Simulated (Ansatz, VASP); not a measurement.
# One calculation of Pt, two programs

File INCAR:

```
SYSTEM = Pt
  ALGO = Normal
  EDIFF = 1E-6
  ENCUT = 520
  GGA = PE
  ISIF = 2
  ISMEAR = 1
  LASPH = .True.
  LCHARG = .False.
  LREAL = .False.
  LWAVE = .False.
  NBANDS = 11
  NELM = 100
  PREC = Accurate
  SIGMA = 0.03
```

KPOINTS

```
k-points
0
Gamma
  14 14 14
  0 0 0
```

POSCAR

```
Pt
1.0
    0.0000000000      1.9857786488      1.9857786488
    1.9857786488      0.0000000000      1.9857786488
    1.9857786488      1.9857786488      0.0000000000
Pt
1
Direct
    0.0000000000      0.0000000000      0.0000000000
```

Input for Ansatz:

```yaml
crystal:
  lattice:
    - [0.0, 1.9857786488, 1.9857786488]
    - [1.9857786488, 0.0, 1.9857786488]
    - [1.9857786488, 1.9857786488, 0.0]
  atoms:
    - { symbol: Pt, position: [0.0, 0.0, 0.0] }
hamiltonian:
  xc: pbe
  pseudopotentials:
    kind: paw
    azcp:
      Pt: "pseudopotentials/Pt.paw.azcp"
basis:
  ecutwfc: 420
  fft_grid_basis: typed
kpoints:
  mp_grid: { grid: [14, 14, 14], shift: [0, 0, 0] }
magnetization:
  spin_polarized: false
scf:
  occupations: { method: methfessel_paxton, width: 0.03 }
  lower_state_search: "off"
output:
  stress: true
```

Alike in both runs: task single point; functional PBE; k mesh 14 × 14 × 14; occupations methfessel-paxton of order 1, width 0.03 eV; no spin polarisation.

```csv
,VASP,Ansatz
version,VASP 6.6.1,Ansatz 0.2.0
potentials or method,"VASP PAW PBE potentials, release 64 (Pt), cutoff 520 eV","plane waves (420 eV) with PAW, scalar-relativistic"
valence electrons in the cell,10,18
```

Ansatz gave:

- pressure (GPa): -0.5

Which values does VASP return?

Pressure (GPa): -1.0.

VASP's potentials hold 10 valence electrons a cell and Ansatz's 18, so a difference there can come from the potentials and not from the codes.

Neither program's run includes spin-orbit coupling.
